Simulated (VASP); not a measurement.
# Li (P6_3/mmc) in VASP: a series of runs

Runs on Li. Level: PBEsol. Tasks: relaxation of cell and atoms, single point.

Program: VASP 6.6.1. These are calculated values, not measurements. Logs are shortened: lines on timing, memory, paths and dates and some standing lists are left out, and cuts for length are marked.

**1. The cell of the first run**

It takes space group P6_3/mmc (No. 194, hexagonal). Conventional cell: a = 2.740 Å, b = 2.740 Å, c = 4.438 Å, α = 90.00°, β = 90.00°, γ = 120.00°. Within 3.6 Å of Li (site symmetry -6m2) lie 12 Li at 2.73 to 2.74 Å.

**2. Relaxation of cell and atoms, PBEsol, target pressure 8 GPa, at which the enthalpy is minimised**

INCAR reads:

```
ALGO     = Normal         # electronic algorithm
EDIFF    = 1E-7           # SCF threshold, eV
EDIFFG   = -0.005         # ionic threshold
ENCUT    = 600            # plane-wave cutoff, eV
GGA      = PS             # functional
IBRION   = 2              # ionic algorithm
ISIF     = 3              # what is computed and relaxed
ISMEAR   = -1             # smearing method
LASPH    = T              # aspherical terms in the spheres
LCHARG   = F              # write CHGCAR
LREAL    = F              # projectors in reciprocal space
LWAVE    = F              # write WAVECAR
NELM     = 80             # most SCF steps
NSW      = 60             # ionic steps
PREC     = Accurate       # precision mode
PSTRESS  = 80.0         
SIGMA    = 0.05           # smearing width, eV
```

KPOINTS reads:

```
k-points
0
Gamma
  16 16 9
```

POSCAR reads:

```
Li
1.0
    2.7395534842      0.0000000000      0.0000000000
   -1.3697767421      2.3725229124      0.0000000000
    0.0000000000      0.0000000000      4.4380766445
Li
2
Direct
    0.3333333333      0.6666666667      0.2500000000
    0.6666666667      0.3333333333      0.7500000000
```

Potentials or basis: VASP PAW PBE potentials, release 64 (Li_sv).

On the command line:

```console
$ cat potpaw_PBE.64/Li_sv/POTCAR > POTCAR
$ mpirun -np 1 vasp_std > vasp.out
```

OUTCAR:

```text
EDIFF = 1E-7
   EDIFFG = -0.005
   ENCUT = 600
   GGA = PS
   IBRION = 2
   ISIF = 3
   ISMEAR = -1
   LASPH = T
   LREAL = F
   NELM = 80
   NSW = 60
   PREC = Accurate
   PSTRESS = 80.0

 ion  position               nearest neighbor table
   1  0.333  0.667  0.250-
   2  0.667  0.333  0.750-

  LATTYP: Found a hexagonal cell.
 ALAT       =     2.7395534842
 C/A-ratio  =     1.6200000000

  Lattice vectors:

 A1 = (   2.7395534842,   0.0000000000,   0.0000000000)
 A2 = (  -1.3697767421,   2.3725229124,   0.0000000000)
 A3 = (   0.0000000000,   0.0000000000,   4.4380766445)

Analysis of symmetry for initial positions (statically):
=====================================================================
 Subroutine PRICEL returns:
 Original cell was already a primitive cell.

 Routine SETGRP: Setting up the symmetry group for a
 hexagonal supercell.

 Subroutine GETGRP returns: Found 24 space group operations
 (whereof 12 operations were pure point group operations)
 out of a pool of 24 trial point group operations.

The static configuration has the point symmetry D_3d.
 The point group associated with its full space group is D_6h.

Analysis of symmetry for dynamics (positions and initial velocities):
=====================================================================
 Subroutine PRICEL returns:
 Original cell was already a primitive cell.

 Routine SETGRP: Setting up the symmetry group for a
 hexagonal supercell.

 Subroutine GETGRP returns: Found 24 space group operations
 (whereof 12 operations were pure point group operations)
 out of a pool of 24 trial point group operations.

The dynamic configuration has the point symmetry D_3d.
 The point group associated with its full space group is D_6h.

 Subroutine INISYM returns: Found 24 space group operations
 (whereof 12 operations are pure point group operations),
 and found     1 'primitive' translations

----------------------------------------------------------------------------------------

                                     Primitive cell

  volume of cell :      28.8460

  direct lattice vectors                    reciprocal lattice vectors
     2.739553484  0.000000000  0.000000000     0.365022989  0.210746121  0.000000000
    -1.369776742  2.372522912  0.000000000     0.000000000  0.421492241  0.000000000
     0.000000000  0.000000000  4.438076644     0.000000000  0.000000000  0.225322832

  length of vectors
     2.739553484  2.739553484  4.438076644     0.421492241  0.421492241  0.225322832

  position of ions in fractional coordinates (direct lattice)
     0.333333333  0.666666667  0.250000000
     0.666666667  0.333333333  0.750000000

  ion indices of the primitive-cell ions
   primitive index   ion index
                 1           1
                 2           2

----------------------------------------------------------------------------------------

 KPOINTS: k-points

Automatic generation of k-mesh.
 Grid dimensions read from file:
 generate k-points for:   16   16    9

 Generating k-lattice:

  Cartesian coordinates                     Fractional coordinates (reciprocal lattice)
     0.022813937  0.013171633  0.000000000     0.062500000 -0.000000000  0.000000000
     0.000000000  0.026343265  0.000000000     0.000000000  0.062500000  0.000000000
     0.000000000  0.000000000  0.025035870     0.000000000  0.000000000  0.111111111

  Length of vectors
     0.026343265  0.026343265  0.025035870

  Shift w.r.t. Gamma in fractional coordinates (k-lattice)
     0.000000000  0.000000000  0.000000000

 Subroutine IBZKPT returns following result:
 ===========================================

 Found    150 irreducible k-points:

 Following reciprocal coordinates:
            Coordinates               Weight
  0.000000  0.000000  0.000000      1.000000
  0.062500  0.000000  0.000000      6.000000
  0.125000  0.000000  0.000000      6.000000
  0.187500  0.000000  0.000000      6.000000
  0.250000  0.000000  0.000000      6.000000
  0.312500  0.000000  0.000000      6.000000
[... 16 lines left out ...]
  0.187500  0.187500  0.000000      6.000000
  0.250000  0.187500  0.000000     12.000000
 [... further k-points ...]
   k-points           NKPTS =    150   k-points in BZ     NKDIM =    150   number of bands    NBANDS=      7
   number of dos      NEDOS =    301   number of ions     NIONS =      2
   total plane-waves  NPLWV =  20736
   dimension x,y,z NGX =    24 NGY =   24 NGZ =   36
   dimension x,y,z NGXF=    48 NGYF=   48 NGZF=   72
   ions per type =               2
   NGX,Y,Z   is equivalent  to a cutoff of  14.56, 14.56, 13.49 a.u.
   NGXF,Y,Z  is equivalent  to a cutoff of  29.13, 29.13, 26.97 a.u.
 SYSTEM =  unknown system
   PREC   = accura    normal or accurate (medium, high low for compatibility)
   ISTART =      0    job   : 0-new  1-cont  2-samecut
   ICHARG =      2    charge: 1-file 2-atom 10-const
   ISPIN  =      1    spin polarized calculation?
   LNONCOLLINEAR =      F non collinear calculations
   LSORBIT =      F    spin-orbit coupling
   LASPH  =      T    aspherical Exc in radial PAW
   ENCUT  =  600.0 eV  44.10 Ry    6.64 a.u.   5.47  5.47  8.86*2*pi/ulx,y,z
   NELM   =     80;   NELMIN=  2; NELMDL= -5     # of ELM steps
   EDIFF  = 0.1E-06   stopping-criterion for ELM
   LREAL  =      F    real-space projection
   EDIFFG = -.5E-02   stopping-criterion for IOM
   NSW    =     60    number of steps for IOM
   IBRION =      2    ionic relax: 0-MD 1-quasi-New 2-CG
   NFREE  =      1    steps in history (QN), initial steepest desc. (CG)
   ISIF   =      3    stress and relaxation
   ISYM   =      2    0-nonsym 1-usesym 2-fastsym
   POTIM  = 0.5000    time-step for ionic-motion
   TEBEG  =    0.0;   TEEND  =   0.0 temperature during run
   PSTRESS=   80.0 pullay stress
   NELECT =       6.0000    total number of electrons
   NUPDOWN=      -1.0000    fix difference up-down
   EMIN   =  10.00;   EMAX   =-10.00  energy-range for DOS
   EFERMI =   0.00;   METHOD = LEGACY
   ISMEAR =    -1;   SIGMA  =   0.05  broadening in eV -4-tet -1-fermi 0-gaus
   EFERMI_NEDOS =   21; number of points for ismear=-14 and -15
   IALGO  =     38    algorithm
   IMIX   =      4    mixing-type and parameters
     AMIX     =   0.40;   BMIX     =  1.00
     AMIX_MAG =   1.60;   BMIX_MAG =  1.00
  volume/ion in A,a.u.               =      14.42        97.33
  Fermi-wavevector in a.u.,A,eV,Ry     =   0.969982  1.833000 12.801241  0.940865
  Thomas-Fermi vector in A             =   2.100079
   LORBIT       =      0    0 simple, 1 ext, 2 COOP (PROOUT), +10 PAW based schemes
   GGA     = PS    functional components
   LHFCALC =     F    Hartree Fock is set to
   AEXX    =    0.0000 exact exchange contribution
   IVDW    =     0    specifies the selected vdW correction
   LEPSILON=     F    determine dielectric tensor
   LRPA    =     F    only Hartree local field effects (RPA)
 conjugate gradient relaxation of ions
 non-spin polarized calculation
  energy-cutoff  :      600.00
  volume of cell :       28.85
 maximum number of plane-waves:       989
 NGX is ok and might be reduce to    24
   NGX = 11   NGY = 11   NGZ = 17

--------------------------------------- Ionic step        1  -------------------------------------------

 number of electron       6.0000010 magnetization

 Free energy of the ion-electron system (eV)
  ---------------------------------------------------
  ext. energy  EPLUGINS =         0.00000000
  ---------------------------------------------------
  free energy    TOTEN  =        -3.71097978 eV

  energy without entropy =       -3.70487099  energy(sigma->0) =       -3.70792538

------------------------ aborting loop because EDIFF is reached ----------------------------------------

  FORCE on cell =-STRESS in cart. coord.  units (eV):
  Direction    XX          YY          ZZ          XY          YZ          ZX
  --------------------------------------------------------------------------------------
  -------------------------------------------------------------------------------------
  Total        1.3812403      1.3812403      1.4765794      0.0000000      0.0000000      0.0000000
  in kB       76.7175669     76.7175669     82.0129438      0.0000000      0.0000000      0.0000000
  external PRESSURE =      -1.5173075 kB  Pullay stress =      80.0000000 kB
[... 175 lines left out ...]
  enthalpy is  TOTEN    =        -2.2711896122 eV   P V=        1.4308890729

--------------------------------------- Ionic step        6  -------------------------------------------

 number of electron       6.0000010 magnetization

 Free energy of the ion-electron system (eV)
  ---------------------------------------------------
  ext. energy  EPLUGINS =         0.00000000
  ---------------------------------------------------
  free energy    TOTEN  =        -3.70423579 eV

  energy without entropy =       -3.69833981  energy(sigma->0) =       -3.70128780

 E-fermi :   1.7239     XC(G=0):  -7.9197

 val. band max:        1.7076277539   @ k =   0.2500   0.2500   0.3333
 cond. band min:       1.7379303647   @ k =   0.3125   0.1875   0.3333
 fundamental gap:      0.0303026108
 Fermi energy:         1.7239247171

 k-point     1 :       0.0000    0.0000    0.0000
  band No.  band energies     occupation
      1     -43.6535      2.00000
      2     -43.5841      2.00000
      3      -2.2029      2.00000
      4       1.4895      1.98177
      5       5.9483      0.00000
      6      17.6326      0.00000
      7      17.6326      0.00000
[... 221 lines left out ...]
 k-point    24 :       0.2500    0.1875    0.0000
  band No.  band energies     occupation
      1     -43.5922      2.00000
      2     -43.5613      2.00000
      3       0.3717      2.00000
      4       5.3117      0.00000
      5       5.6369      0.00000
      6       7.9111      0.00000
      7      10.8319      0.00000

 [... further k-points ...]
[... 5 lines left out ...]
  --------------------------------------------------------------------------------------
  -------------------------------------------------------------------------------------
  Total        1.4390721      1.4390721      1.4359615      0.0000000      0.0000000      0.0000000
  in kB       80.3376865     80.3376865     80.1640369      0.0000000      0.0000000      0.0000000
  external PRESSURE =       0.2798033 kB  Pullay stress =      80.0000000 kB
[... 17 lines left out ...]
  FREE ENERGIE OF THE ION-ELECTRON SYSTEM (eV)
  ---------------------------------------------------
  free  energy   TOTEN  =        -3.7042357932 eV

  energy  without entropy=       -3.6983398139  energy(sigma->0) =       -3.70128780

  enthalpy is  TOTEN    =        -2.2712126464 eV   P V=        1.4330231468

 reached required accuracy - stopping structural energy minimisation
```

Wall time 36 s (1 thread of Intel Xeon 6975P-C (Granite Rapids), shared host); peak memory 0.16 GiB.

Results:

```
Free energy                                            : -3.7042 eV
Relaxed volume                                         : 14.35 Å³/atom
Relaxed cell                                           : a = 2.721 Å, b = 2.721 Å, c = 4.476 Å, α = 90.00°, β = 90.00°, γ = 120.00°
Space group after relaxing (to 0.05 Å)                 : P6_3/mmc (No. 194)
Energy change on relaxing (the enthalpy is what falls) : +3.4 meV/atom
Ionic steps                                            : 6
Pressure after relaxing                                : 8.0 GPa
Band gap on the k mesh                                 : zero (band 3 reaches 3.88 eV, above the bottom of band 4 at -0.72 eV)
```

The path:
| step | energy change (eV) | largest force (eV/Å) | pressure (GPa) | volume (Å³) |
| --- | --- | --- | --- | --- |
| 1 | 0.0000 | 0.0000 | 7.85 | 28.85 |
| 2 | 0.0027 | 0.0000 | 7.92 | 28.79 |
| 3 | 0.0110 | 0.0000 | 8.13 | 28.62 |
| 4 | 0.0120 | 0.0000 | 8.16 | 28.60 |
| 5 | 0.0089 | 0.0000 | 8.08 | 28.66 |
| 6 | 0.0067 | 0.0000 | 8.03 | 28.70 |

Final structure:
```
Li
1.0
     2.72095    0.00000    0.00000
    -1.36048    2.35641    0.00000
     0.00000    0.00000    4.47612
Li
2
Direct
  0.33333 0.66667 0.25000
  0.66667 0.33333 0.75000
```

Levels at points of the mesh, in eV from the Fermi level:
| k point | band 1 | band 2 | band 3 | band 4 | band 5 | band 6 | band 7 |
| --- | --- | --- | --- | --- | --- | --- | --- |
| (0.00, 0.00, 0.00) | -45.38 | -45.31 | -3.93 | -0.23 | 4.22 | 15.91 | 15.91 |
| (0.50, 0.00, 0.00) | -45.31 | -45.28 | -0.18 | 1.52 | 5.79 | 7.12 | 8.23 |

Caveat: the cutoff is under 1.25 times the usual one of these potentials, so pressure, stress and relaxed cells hold a basis-set (Pulay) error; the cell is relaxed towards a set pressure, so the enthalpy falls and the energy may rise; the PAW data sets were made with another functional, which shifts forces and pressure a little.

**3. Relaxation of cell and atoms, PBEsol, target pressure 8 GPa, at which the enthalpy is minimised**

INCAR reads:

```
SYSTEM = Li
ALGO = Normal
EDIFF = 1E-7
EDIFFG = -0.005
ENCUT = 600
GGA = PS
IBRION = 2
ISIF = 3
ISMEAR = -1
LASPH = .True.
LCHARG = .False.
LREAL = .False.
LWAVE = .False.
NELM = 60
NSW = 32
PREC = Accurate
PSTRESS = 80.0
SIGMA = 0.05
```

KPOINTS reads:

```
k-points
0
Gamma
  16 16 9
  0 0 0
```

POSCAR reads:

```
Li
1.0
    2.7269846312      0.0000000000      0.0000000000
   -1.3634923156      2.3616379663      0.0000000000
    0.0000000000      0.0000000000      4.4844332764
Li
2
Direct
    0.3333333333      0.6666666667      0.2500000000
    0.6666666667      0.3333333333      0.7500000000
```

Potentials or basis: VASP PAW PBE potentials, release 64 (Li_sv).

On the command line:

```console
$ cat potpaw_PBE.64/Li_sv/POTCAR > POTCAR
$ mpirun -np 1 vasp_std > vasp.out
```

Run time: 21 s. Hardware: 1 thread of Intel Xeon 6975P-C (Granite Rapids), shared host; peak memory 0.16 GiB.

Results (log left out):

```
Free energy                                            : -3.7058 eV
Relaxed volume                                         : 14.36 Å³/atom
Relaxed cell                                           : a = 2.722 Å, b = 2.722 Å, c = 4.476 Å, α = 90.00°, β = 90.00°, γ = 120.00°
Space group after relaxing (to 0.05 Å)                 : P6_3/mmc (No. 194)
Energy change on relaxing (the enthalpy is what falls) : +3.7 meV/atom
Ionic steps                                            : 3
Pressure after relaxing                                : 8.0 GPa
Band gap on the k mesh                                 : zero (band 3 reaches 3.87 eV, above the bottom of band 4 at -0.72 eV)
```

Step by step:
| step | energy change (eV) | largest force (eV/Å) | pressure (GPa) | volume (Å³) |
| --- | --- | --- | --- | --- |
| 1 | 0.0000 | 0.0000 | 7.80 | 28.88 |
| 2 | 0.0036 | 0.0000 | 7.89 | 28.81 |
| 3 | 0.0074 | 0.0000 | 7.99 | 28.73 |

Final structure:
```
Li
1.0
     2.72236    0.00000    0.00000
    -1.36118    2.35764    0.00000
     0.00000    0.00000    4.47614
Li
2
Direct
  0.33333 0.66667 0.25000
  0.66667 0.33333 0.75000
```

Levels at points of the mesh, in eV from the Fermi level:
| k point | band 1 | band 2 | band 3 | band 4 | band 5 | band 6 | band 7 |
| --- | --- | --- | --- | --- | --- | --- | --- |
| (0.00, 0.00, 0.00) | -45.38 | -45.31 | -3.93 | -0.23 | 4.22 | 15.89 | 15.89 |
| (0.50, 0.00, 0.00) | -45.31 | -45.29 | -0.18 | 1.52 | 5.78 | 7.12 | 8.22 |

Caveat: the cutoff is under 1.25 times the usual one of these potentials, so pressure, stress and relaxed cells hold a basis-set (Pulay) error; the cell is relaxed towards a set pressure, so the enthalpy falls and the energy may rise; the PAW data sets were made with another functional, which shifts forces and pressure a little.

(Part 1 of 2 ends here.)
